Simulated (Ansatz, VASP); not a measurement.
# InH in VASP and in Ansatz

```
In H
1.0
     3.18003    0.00000    0.00000
     0.00000    3.18003    0.00000
     0.00000    0.00000    3.18003
In H
1 1
Direct
  0.00000 0.00000 0.00000
  0.50000 0.50000 0.50000
```

Change from the starting cell: species swapped into the KI type (Pm-3m, No. 221).

Alike in both runs: task single point; functional PBE; k mesh 6 × 6 × 6; occupations gaussian, width 0.1 eV; no spin polarisation.

```csv
,VASP,Ansatz
version,VASP 6.6.1,Ansatz 0.2.0
potentials or method,"VASP PAW PBE potentials, release 64 (In_d, H), cutoff 520 eV","scalar-relativistic, plane waves, PAW"
valence electrons in the cell,14,14
```

```tsv
	VASP	Ansatz	Ansatz less VASP
gap on the k mesh at the Fermi level (eV)	none	none	-
pressure (GPa)	-0.7	-0.6	+0.08
```

A gap of «none» marks a metal or a gap that the smearing closes.
